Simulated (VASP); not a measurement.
# Pb (P6_3/mmc) in VASP: a series of runs, part 2 of 2

VASP 6.6.1. The steps go on from the part before.

## Step 6: Single point, PBE+D3(BJ)

This run uses another cell than the first one, of the same volume but with other edges.

File INCAR:

```
PREC = Accurate
ENCUT = 520
EDIFF = 1E-6
ISMEAR = 0
SIGMA = 0.15
LREAL = False
LASPH = True
NELM = 100
ALGO = Fast
ISIF = 2
LWAVE = False
LCHARG = False
GGA = PE
IVDW = 12
NBANDS = 21
```

File KPOINTS:

```
regular mesh
0
Gamma
  18 18 10
```

File POSCAR:

```
Pb
1.0
    3.7487171046      0.0000000000      0.0000000000
   -1.8743585523      3.2464842441      0.0000000000
    0.0000000000      0.0000000000      4.8173159669
Pb
2
Direct
    0.3333333333      0.6666666667      0.2500000000
    0.6666666667      0.3333333333      0.7500000000
```

Potentials or basis: VASP PAW PBE potentials, release 64 (Pb_d).

Command:

```sh
> cat potpaw_PBE.64/Pb_d/POTCAR > POTCAR
> mpirun -np 1 vasp_std > vasp.out
```

OUTCAR:

```text
PREC = Accurate
   ENCUT = 520
   EDIFF = 1E-6
   ISMEAR = 0
   LREAL = False
   LASPH = True
   NELM = 100
   ISIF = 2
   GGA = PE
   IVDW = 12
 IVDW          = 12

 ion  position               nearest neighbor table
   1  0.333  0.667  0.250-   2 3.24   2 3.24   2 3.24   2 3.24   2 3.24   2 3.24
   2  0.667  0.333  0.750-   1 3.24   1 3.24   1 3.24   1 3.24   1 3.24   1 3.24

  LATTYP: Found a hexagonal cell.
 ALAT       =     3.7487171046
 C/A-ratio  =     1.2850572162

  Lattice vectors:

 A1 = (   3.7487171046,   0.0000000000,   0.0000000000)
 A2 = (  -1.8743585523,   3.2464842441,   0.0000000000)
 A3 = (   0.0000000000,   0.0000000000,   4.8173159669)

Analysis of symmetry for initial positions (statically):
=====================================================================
 Subroutine PRICEL returns:
 Original cell was already a primitive cell.

 Routine SETGRP: Setting up the symmetry group for a
 hexagonal supercell.

 Subroutine GETGRP returns: Found 24 space group operations
 (whereof 12 operations were pure point group operations)
 out of a pool of 24 trial point group operations.

The static configuration has the point symmetry D_3d.
 The point group associated with its full space group is D_6h.

[... 161 lines left out ...]
  energy without entropy =       -6.77310626  energy(sigma->0) =       -6.77971108

 E-fermi :   7.7001     XC(G=0): -10.3210

 val. band max:        7.6991797538   @ k =   0.3889   0.1667   0.0000
 cond. band min:       7.7133100381   @ k =   0.0556   0.0556   0.3000
 fundamental gap:      0.0141302843
 Fermi energy:         7.7000684840

 k-point     1 :       0.0000    0.0000    0.0000
  band No.  band energies     occupation
      1      -9.5554      2.00000
      2      -9.5393      2.00000
      3      -9.5393      2.00000
      4      -9.4227      2.00000
      5      -9.4227      2.00000
      6      -9.3832      2.00000
[... 565 lines left out ...]
     20      15.0101      0.00000
     21      19.9355      0.00000

 [... further k-points ...]

------------------------ aborting loop because EDIFF is reached ----------------------------------------

 Edisp (eV)   -0.85083

 E8    (eV) :    -0.4320

  FORCE on cell =-STRESS in cart. coord.  units (eV):
  Direction    XX          YY          ZZ          XY          YZ          ZX
  --------------------------------------------------------------------------------------
  -------------------------------------------------------------------------------------
  Total       0.70748     0.70748     2.61040     0.00000     0.00000     0.00000
  in kB      19.33421    19.33421    71.33719     0.00000     0.00000     0.00000
  external pressure =       36.67 kB  Pullay stress =        0.00 kB

 VOLUME and BASIS-vectors are now :
 -----------------------------------------------------------------------------
  energy-cutoff  :      520.00
  volume of cell :       58.63
      direct lattice vectors                 reciprocal lattice vectors
     3.748717105  0.000000000  0.000000000     0.266757926  0.154012760  0.000000000
    -1.874358552  3.246484244  0.000000000     0.000000000  0.308025521  0.000000000
     0.000000000  0.000000000  4.817315967     0.000000000  0.000000000  0.207584474

 POSITION                                       TOTAL-FORCE (eV/Angst)
 -----------------------------------------------------------------------------------
     -0.00000      2.16432      1.20433        -0.000000      0.000000      0.000000
      1.87436      1.08216      3.61299         0.000000     -0.000000      0.000000
 -----------------------------------------------------------------------------------
    total drift:                               -0.000000      0.000000      0.000000

  FREE ENERGIE OF THE ION-ELECTRON SYSTEM (eV)
  ---------------------------------------------------
  free  energy   TOTEN  =        -7.6371499202 eV

  energy  without entropy=       -7.6239402811  energy(sigma->0) =       -7.63054510
```

OSZICAR:

```text
N       E                     dE             d eps       ncg     rms          rms(c)
DAV:   1     0.297333661585E+03    0.29733E+03   -0.14359E+04  9337   0.164E+03
DAV:   2     0.146207110257E+02   -0.28271E+03   -0.27622E+03  9394   0.410E+02
DAV:   3    -0.614095104588E+01   -0.20762E+02   -0.20544E+02 11258   0.138E+02
DAV:   4    -0.678560500467E+01   -0.64465E+00   -0.64434E+00 10939   0.273E+01
DAV:   5    -0.681796139228E+01   -0.32356E-01   -0.32356E-01 12956   0.563E+00    0.924E-01
RMM:   6    -0.679333793361E+01    0.24623E-01   -0.32630E-02 10747   0.224E+00    0.477E-01
RMM:   7    -0.678588737857E+01    0.74506E-02   -0.23820E-02 10483   0.156E+00    0.128E-01
RMM:   8    -0.678610585897E+01   -0.21848E-03   -0.70682E-03 13260   0.106E+00    0.244E-02
RMM:   9    -0.678628507269E+01   -0.17921E-03   -0.20396E-03 14146   0.370E-01    0.216E-02
RMM:  10    -0.678631284158E+01   -0.27769E-04   -0.30386E-04 14578   0.163E-01    0.183E-02
RMM:  11    -0.678631538820E+01   -0.25466E-05   -0.51188E-05 11954   0.690E-02    0.916E-03
RMM:  12    -0.678631575052E+01   -0.36232E-06   -0.11390E-05 12105   0.309E-02    0.540E-03
RMM:  13    -0.678631589580E+01   -0.14528E-06   -0.21834E-06  6328   0.152E-02
   1 F= -.76371499E+01 E0= -.76305451E+01  d E =-.132096E-01
```

stdout:

```text
POSCAR found type information on POSCAR Pb
 POSCAR found :  1 types and       2 ions
 scaLAPACK will be used
 LDA part: xc-table for (Slater+PW92), standard interpolation
 POSCAR, INCAR and KPOINTS ok, starting setup
 FFT: planning ... GRIDC
 FFT: planning ... GRID_SOFT
 FFT: planning ... GRID
 WAVECAR not read
 entering main loop
```

Wall time 5.6 min (1 thread of Intel Xeon 8259CL, shared host); peak memory 0.34 GiB.

What came out:

```
Free energy                : -7.6371 eV
Pressure                   : 3.7 GPa
Band gap on the k mesh     : zero (bands 14 and 15 overlap by 6.49 eV)
Dispersion energy per atom : -0.425 eV
```

Caveat: the cell stands under pressure; spin-orbit coupling is left out, which moves the levels of the heavy elements.

## Step 7: Single point, PBE+D3(BJ)

This run uses another cell than the first one, of the same volume but with other edges.

File INCAR:

```
SYSTEM = Pb
PREC = Accurate
ENCUT = 520
EDIFF = 1E-7
ISMEAR = 0
SIGMA = 0.15
LREAL = .False.
LASPH = .True.
NELM = 80
ALGO = Fast
ISIF = 2
LWAVE = .False.
LCHARG = .False.
GGA = PE
IVDW = 12
NBANDS = 21
```

File KPOINTS:

```
regular mesh
0
Gamma
  18 18 10
  0 0 0
```

File POSCAR:

```
Pb
1.0
    3.1885865710      0.0000000000      0.0000000000
   -1.5942932855      2.7613969726      0.0000000000
    0.0000000000      0.0000000000      6.6584637968
Pb
2
Direct
    0.3333333333      0.6666666667      0.2500000000
    0.6666666667      0.3333333333      0.7500000000
```

Command:

```sh
> cat potpaw_PBE.64/Pb_d/POTCAR > POTCAR
> mpirun -np 1 vasp_std > vasp.out
```

Wall time 5.5 min (1 thread of Intel Xeon 8259CL, shared host); peak memory 0.34 GiB.

It converged, with:

```
Free energy                : -7.5126 eV
Pressure                   : 5.3 GPa
Band gap on the k mesh     : zero (bands 14 and 15 overlap by 5.63 eV)
Dispersion energy per atom : -0.426 eV
```

Stress tensor (GPa, compression positive):
```
10.13  0.00  0.00
 0.00 10.13  0.00
 0.00  0.00 -4.31
```

Levels at points of the mesh, in eV from the Fermi level:
| k point | band 10 | band 11 | band 12 | band 13 | band 14 | band 15 | band 16 | band 17 | band 18 | band 19 |
| --- | --- | --- | --- | --- | --- | --- | --- | --- | --- | --- |
| (0.00, 0.00, 0.00) | -16.88 | -12.21 | -10.29 | -4.73 | 3.00 | 6.97 | 8.84 | 8.84 | 9.93 | 9.93 |
| (0.50, 0.00, 0.00) | -16.71 | -7.50 | -6.76 | -3.91 | -3.13 | -0.12 | 1.75 | 4.07 | 5.91 | 8.33 |
| (0.00, 0.00, 0.50) | -16.90 | -11.46 | -11.46 | -1.70 | -1.70 | 9.34 | 9.34 | 9.34 | 9.34 | 10.78 |
| (0.50, 0.00, 0.50) | -16.72 | -7.06 | -7.06 | -4.02 | -4.02 | 2.23 | 2.23 | 4.85 | 4.85 | 6.04 |

Caveat: the cell stands under pressure; spin-orbit coupling is left out, which moves the levels of the heavy elements.

## Step 8: Overview

| cell | further INCAR settings | gap on the mesh (eV) | pressure (GPa) |
| --- | --- | --- | --- |
| a = 3.578, b = 3.578, c = 5.288 Å, angles 90.0, 90.0, 120.0°, 2 atoms | ALGO = Fast; EDIFF = 1e-06; NBANDS = 21 | none | 2.0 |
| a = 3.371, b = 3.371, c = 5.957 Å, angles 90.0, 90.0, 120.0°, 2 atoms | ALGO = Fast; EDIFF = 1e-06; NBANDS = 21 | none | 1.9 |
| a = 3.528, b = 3.528, c = 5.440 Å, angles 90.0, 90.0, 120.0°, 2 atoms | ALGO = Fast; EDIFF = 1e-06; NBANDS = 21 | none | 1.7 |
| a = 3.424, b = 3.424, c = 5.775 Å, angles 90.0, 90.0, 120.0°, 2 atoms | ALGO = Fast; EDIFF = 1e-06; NBANDS = 21 | none | 1.6 |
| a = 3.749, b = 3.749, c = 4.817 Å, angles 90.0, 90.0, 120.0°, 2 atoms | ALGO = Fast; EDIFF = 1e-06; NBANDS = 21 | none | 3.7 |
| a = 3.189, b = 3.189, c = 6.658 Å, angles 90.0, 90.0, 120.0°, 2 atoms | ALGO = Fast; EDIFF = 1e-07; NBANDS = 21 | none | 5.3 |

Alike in all rows: task single point; level PBE+D3(BJ); potentials or basis VASP PAW PBE potentials, release 64 (Pb_d); no spin polarisation; k mesh 18 × 18 × 10; cutoff (eV) 520; smearing gaussian 0.15 eV.

Caveats: spin-orbit coupling is left out, which moves the levels of the heavy elements; the cell stands under pressure (at least some runs).

Total energies depend on the potentials used, so only differences within one code and one set of settings carry meaning.
